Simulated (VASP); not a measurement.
# H20CO9 in VASP: a series of runs

The runs below take H20CO9 through single point, with LDA.

All numbers are computed with VASP 6.6.1; they aren't measurements. Logs are shortened: lines on timing, memory, paths and dates and some standing lists are left out, and cuts for length are marked.

### 1 The cell of the first run

The cell holds an amorphous packing of atoms, 30 atoms: a = 6.746 Å, b = 6.746 Å, c = 6.746 Å, α = 90.00°, β = 90.00°, γ = 90.00°.

### 2 Single point, LDA

Input file INCAR:

```
PREC = Accurate
ENCUT = 520
EDIFF = 1E-6
ISMEAR = -1
SIGMA = 0.05
LREAL = Auto
LASPH = True
NELM = 60
ALGO = Normal
ISIF = 2
LWAVE = False
LCHARG = True
LELF = True
LVHAR = True
NBANDS = 60
```

Input file KPOINTS:

```
regular mesh
0
Gamma
  1 1 1
```

Input file POSCAR:

```
H20CO9
1.0
    6.7459970000      0.0000000000      0.0000000000
    0.0000000000      6.7459970000      0.0000000000
    0.0000000000      0.0000000000      6.7459970000
O H C
9 20 1
Direct
    0.1299778559      0.4175656246      0.3524997400
    0.3969475117      0.7151923655      0.4052602995
    0.8508238184      0.5633342216      0.6270149787
    0.7306643911      0.8302999306     -0.1050943339
    0.2857672115      0.2060929071      0.6323030884
    0.7039316386     -0.0300078345      0.4035342975
    0.4701455428      0.5333031533      0.7246211898
   -0.0203783048      0.8351921545      0.1851069639
    0.6021587114      0.1618108702      0.0881179641
    0.2319239489      0.5224982385      0.3329140222
    0.0169363847      0.4891188829      0.4127742458
    0.2858262776      0.8079322567      0.4119741695
    0.4113447510      0.6498358863      0.5455993643
    0.9272778146      0.4730195940      0.7106329671
    0.8303957673      0.6859024969      0.7112753263
    0.6149188996      0.7436481731     -0.0845661189
    0.8269774292      0.8146924781      0.0133877390
    0.3963413010      0.1242724363      0.5860995453
    0.2245254651      0.2743197830      0.5104323838
    0.6528893913      0.0531424175      0.2884498323
    0.6041276650     -0.1397345211      0.4095883729
    0.3976601096      0.4013876783      0.7113381795
    0.6098942521      0.5099788461      0.6795853547
   -0.1191824441      0.8940721210      0.2901843346
    0.0696980573      0.9403891866      0.1432588107
    0.6837805206      0.4130442033      0.2355192167
    0.6514717202      0.0641184347     -0.0119185611
    0.8789712195      0.3081953529      0.0916547897
    0.6744474314      0.4372206870     -0.0276465732
    0.7169843614      0.3366893750      0.0944346110
```

Potentials or basis: VASP PAW LDA potentials, release 64 (O, H, C).

The run is started by

```
> cat potpaw_LDA.64/O/POTCAR potpaw_LDA.64/H/POTCAR potpaw_LDA.64/C/POTCAR > POTCAR
> mpirun -np 1 vasp_gam > vasp.out
```

OUTCAR:

```text
PREC = Accurate
   ENCUT = 520
   EDIFF = 1E-6
   ISMEAR = -1
   LREAL = Auto
   LASPH = True
   NELM = 60
   ISIF = 2

 ion  position               nearest neighbor table
   1  0.130  0.418  0.352-  11 0.99  10 1.00
   2  0.397  0.715  0.405-  12 0.98  13 1.05
   3  0.851  0.563  0.627-  14 0.98  15 1.01
   4  0.731  0.830  0.895-  16 0.99  17 1.04
   5  0.286  0.206  0.632-  18 0.98  19 1.03
   6  0.704  0.970  0.404-  21 1.00  20 1.02
   7  0.470  0.533  0.725-  23 1.00  22 1.02
   8  0.980  0.835  0.185-  25 0.98  24 1.05
   9  0.602  0.162  0.088-  27 1.00  30 1.41
  10  0.232  0.522  0.333-   1 1.00
  11  0.017  0.489  0.413-   1 0.99
  12  0.286  0.808  0.412-   2 0.98
  13  0.411  0.650  0.546-   2 1.05
  14  0.927  0.473  0.711-   3 0.98
  15  0.830  0.686  0.711-   3 1.01
[... 12 lines left out ...]
  28  0.879  0.308  0.092-  30 1.11
  29  0.674  0.437  0.972-  30 1.10
  30  0.717  0.337  0.094-  29 1.10  26 1.11  28 1.11   9 1.41

  LATTYP: Found a simple cubic cell.
 ALAT       =     6.7459970000

  Lattice vectors:

 A1 = (   6.7459970000,   0.0000000000,   0.0000000000)
 A2 = (   0.0000000000,   6.7459970000,   0.0000000000)
 A3 = (   0.0000000000,   0.0000000000,   6.7459970000)

Analysis of symmetry for initial positions (statically):
=====================================================================
 Subroutine PRICEL returns:
 Original cell was already a primitive cell.

 Routine SETGRP: Setting up the symmetry group for a
 simple cubic supercell.

 Subroutine GETGRP returns: Found  1 space group operations
 (whereof  1 operations were pure point group operations)
 out of a pool of 48 trial point group operations.

The static configuration has the point symmetry C_1 .

Analysis of symmetry for dynamics (positions and initial velocities):
=====================================================================
 Subroutine PRICEL returns:
 Original cell was already a primitive cell.

 Routine SETGRP: Setting up the symmetry group for a
 simple cubic supercell.

 Subroutine GETGRP returns: Found  1 space group operations
 (whereof  1 operations were pure point group operations)
 out of a pool of 48 trial point group operations.

The dynamic configuration has the point symmetry C_1 .

 Subroutine INISYM returns: Found  1 space group operations
 (whereof  1 operations are pure point group operations),
 and found     1 'primitive' translations

----------------------------------------------------------------------------------------

                                     Primitive cell

  volume of cell :     307.0000

  direct lattice vectors                    reciprocal lattice vectors
     6.745997000  0.000000000  0.000000000     0.148236058  0.000000000  0.000000000
     0.000000000  6.745997000  0.000000000     0.000000000  0.148236058  0.000000000
     0.000000000  0.000000000  6.745997000     0.000000000  0.000000000  0.148236058

  length of vectors
     6.745997000  6.745997000  6.745997000     0.148236058  0.148236058  0.148236058

  position of ions in fractional coordinates (direct lattice)
     0.129977856  0.417565625  0.352499740
     0.396947512  0.715192366  0.405260300
     0.850823818  0.563334222  0.627014979
     0.730664391  0.830299931  0.894905666
     0.285767212  0.206092907  0.632303088
     0.703931639  0.969992166  0.403534298
[... 22 lines left out ...]
     0.674447431  0.437220687  0.972353427
     0.716984361  0.336689375  0.094434611

  ion indices of the primitive-cell ions
   primitive index   ion index
                 1           1
                 2           2
                 3           3
                 4           4
                 5           5
                 6           6
[... 22 lines left out ...]
                29          29
                30          30

----------------------------------------------------------------------------------------

 KPOINTS: regular mesh

Automatic generation of k-mesh.
 Grid dimensions read from file:
 generate k-points for:    1    1    1

 Generating k-lattice:

  Cartesian coordinates                     Fractional coordinates (reciprocal lattice)
     0.148236058  0.000000000  0.000000000     1.000000000  0.000000000  0.000000000
     0.000000000  0.148236058  0.000000000     0.000000000  1.000000000  0.000000000
     0.000000000  0.000000000  0.148236058     0.000000000  0.000000000  1.000000000

  Length of vectors
     0.148236058  0.148236058  0.148236058

  Shift w.r.t. Gamma in fractional coordinates (k-lattice)
     0.000000000  0.000000000  0.000000000

 Subroutine IBZKPT returns following result:
 ===========================================

 Found      1 irreducible k-points:

 Following reciprocal coordinates:
            Coordinates               Weight
  0.000000  0.000000  0.000000      1.000000
   k-points           NKPTS =      1   k-points in BZ     NKDIM =      1   number of bands    NBANDS=     60
   number of dos      NEDOS =    301   number of ions     NIONS =     30
   total plane-waves  NPLWV = 125000
   dimension x,y,z NGX =    50 NGY =   50 NGZ =   50
   dimension x,y,z NGXF=   100 NGYF=  100 NGZF=  100
   ions per type =               9  20   1
   NGX,Y,Z   is equivalent  to a cutoff of  12.32, 12.32, 12.32 a.u.
   NGXF,Y,Z  is equivalent  to a cutoff of  24.64, 24.64, 24.64 a.u.
 SYSTEM =  unknown system
   PREC   = accura    normal or accurate (medium, high low for compatibility)
   ISTART =      0    job   : 0-new  1-cont  2-samecut
   ICHARG =      2    charge: 1-file 2-atom 10-const
   ISPIN  =      1    spin polarized calculation?
   LNONCOLLINEAR =      F non collinear calculations
   LSORBIT =      F    spin-orbit coupling
   LASPH  =      T    aspherical Exc in radial PAW
   ENCUT  =  520.0 eV  38.22 Ry    6.18 a.u.  12.54 12.54 12.54*2*pi/ulx,y,z
   NELM   =     60;   NELMIN=  2; NELMDL= -5     # of ELM steps
   EDIFF  = 0.1E-05   stopping-criterion for ELM
   LREAL  =      T    real-space projection
   EDIFFG = 0.1E-04   stopping-criterion for IOM
   NSW    =      0    number of steps for IOM
   IBRION =     -1    ionic relax: 0-MD 1-quasi-New 2-CG
   NFREE  =      0    steps in history (QN), initial steepest desc. (CG)
   ISIF   =      2    stress and relaxation
   ISYM   =      2    0-nonsym 1-usesym 2-fastsym
   POTIM  = 0.5000    time-step for ionic-motion
   TEBEG  =    0.0;   TEEND  =   0.0 temperature during run
   PSTRESS=    0.0 pullay stress
   NELECT =      78.0000    total number of electrons
   NUPDOWN=      -1.0000    fix difference up-down
   EMIN   =  10.00;   EMAX   =-10.00  energy-range for DOS
   EFERMI =   0.00;   METHOD = LEGACY
   ISMEAR =    -1;   SIGMA  =   0.05  broadening in eV -4-tet -1-fermi 0-gaus
   EFERMI_NEDOS =   21; number of points for ismear=-14 and -15
   IALGO  =     38    algorithm
   IMIX   =      4    mixing-type and parameters
     AMIX     =   0.40;   BMIX     =  1.00
     AMIX_MAG =   1.60;   BMIX_MAG =  1.00
  volume/ion in A,a.u.               =      10.23        69.06
  Fermi-wavevector in a.u.,A,eV,Ry     =   1.036876  1.959412 14.627789  1.075112
  Thomas-Fermi vector in A             =   2.171288
   LORBIT       =      0    0 simple, 1 ext, 2 COOP (PROOUT), +10 PAW based schemes
   GGA     = CA    functional components
   LHFCALC =     F    Hartree Fock is set to
   AEXX    =    0.0000 exact exchange contribution
   IVDW    =     0    specifies the selected vdW correction
   LEPSILON=     F    determine dielectric tensor
   LRPA    =     F    only Hartree local field effects (RPA)
 non-spin polarized calculation
  energy-cutoff  :      520.00
  volume of cell :      307.00
 maximum number of plane-waves:      4145
 NGX is ok and might be reduce to    50
   NGX = 25   NGY = 25   NGZ = 25

 number of electron      78.0000009 magnetization

 Free energy of the ion-electron system (eV)
  ---------------------------------------------------
  ext. energy  EPLUGINS =         0.00000000
  ---------------------------------------------------
  free energy    TOTEN  =      -156.78586161 eV

  energy without entropy =     -156.78586161  energy(sigma->0) =     -156.78586161

 E-fermi :  -2.2791     XC(G=0):  -7.1490

 val. band max:       -3.4709277769   @ k =   0.0000   0.0000   0.0000
 cond. band min:       0.7500990332   @ k =   0.0000   0.0000   0.0000
 fundamental gap:      4.2210268101
 Fermi energy:        -2.2790832986

 k-point     1 :       0.0000    0.0000    0.0000
  band No.  band energies     occupation
      1     -22.8629      2.00000
      2     -22.6156      2.00000
      3     -22.3122      2.00000
      4     -22.1363      2.00000
      5     -21.8237      2.00000
      6     -21.7975      2.00000
[... 43 lines left out ...]
     50       6.0172      0.00000
     51       6.0814      0.00000
 [bands above 51 left out]

------------------------ aborting loop because EDIFF is reached ----------------------------------------

  FORCE on cell =-STRESS in cart. coord.  units (eV):
  Direction    XX          YY          ZZ          XY          YZ          ZX
  --------------------------------------------------------------------------------------
  -------------------------------------------------------------------------------------
  Total       -1.4517768     -1.2637752     -1.4958729      0.5729670     -1.3875014      0.3282005
  in kB       -7.5765588     -6.5954126     -7.8066886      2.9902104     -7.2411174      1.7128187
  external PRESSURE =      -7.3262200 kB  Pullay stress =       0.0000000 kB

 VOLUME and BASIS-vectors are now :
 -----------------------------------------------------------------------------
  energy-cutoff  :      520.00
  volume of cell :      307.00
      direct lattice vectors                 reciprocal lattice vectors
     6.745997000  0.000000000  0.000000000     0.148236058  0.000000000  0.000000000
     0.000000000  6.745997000  0.000000000     0.000000000  0.148236058  0.000000000
     0.000000000  0.000000000  6.745997000     0.000000000  0.000000000  0.148236058

 POSITION                                       TOTAL-FORCE (eV/Angst)
 -----------------------------------------------------------------------------------
      0.87683      2.81690      2.37796        -0.042776     -0.208169      0.046031
      2.67781      4.82469      2.73388         0.008668     -0.039425      0.138867
      5.73965      3.80025      4.22984         0.022421     -0.048120     -0.097305
      4.92906      5.60120      6.03703         0.063877     -0.016449      0.008161
      1.92778      1.39030      4.26551         0.053819      0.135908     -0.039296
      4.74872      6.54356      2.72224         0.067660      0.022220      0.053171
[... 22 lines left out ...]
      4.54982      2.94949      6.55949         0.013634     -0.014414     -0.025340
      4.83677      2.27131      0.63706         0.125648      0.163384      0.000203
 -----------------------------------------------------------------------------------
    total drift:                                0.001368     -0.008873     -0.001964

  FREE ENERGIE OF THE ION-ELECTRON SYSTEM (eV)
  ---------------------------------------------------
  free  energy   TOTEN  =      -156.7858616058 eV

  energy  without entropy=     -156.7858616056  energy(sigma->0) =     -156.78586161
```

Wall time 42 s (1 thread of AMD EPYC 7R43 (Zen 3), shared host); peak memory 0.21 GiB.

Results:

```
Free energy            : -156.7859 eV
Pressure               : -0.7 GPa
Largest force          : 0.240 eV/Å
Band gap on the k mesh : 4.22 eV
```

Forces in eV/Å, atoms in the order of the input:
```
O   -0.043 -0.208  0.046
O    0.009 -0.039  0.139
O    0.022 -0.048 -0.097
O    0.064 -0.016  0.008
O    0.054  0.136 -0.039
O    0.068  0.022  0.053
O    0.117  0.186  0.004
O   -0.099 -0.016  0.109
O   -0.082 -0.140  0.114
H    0.150  0.121 -0.044
H   -0.130  0.048  0.062
H   -0.176  0.093 -0.048
H    0.045 -0.023 -0.042
H    0.066 -0.067  0.065
H   -0.020  0.181  0.082
H   -0.066 -0.066 -0.056
H    0.075  0.010 -0.002
H    0.096 -0.072 -0.047
H   -0.038  0.025 -0.012
H   -0.055  0.098 -0.141
H   -0.190 -0.127  0.023
H   -0.109 -0.212 -0.029
H    0.072  0.015 -0.032
H   -0.004 -0.031  0.006
H    0.018  0.093  0.010
H    0.012 -0.019 -0.008
H    0.038 -0.080 -0.114
H   -0.034 -0.014  0.016
H    0.014 -0.014 -0.025
C    0.126  0.163  0.000
```

Stress tensor (GPa, compression positive):
```
-0.76  0.30  0.17
 0.30 -0.66 -0.72
 0.17 -0.72 -0.78
```

Caveat: the k points lie up to 0.93 Å⁻¹ apart.

(Continued in part 2 of 4.)
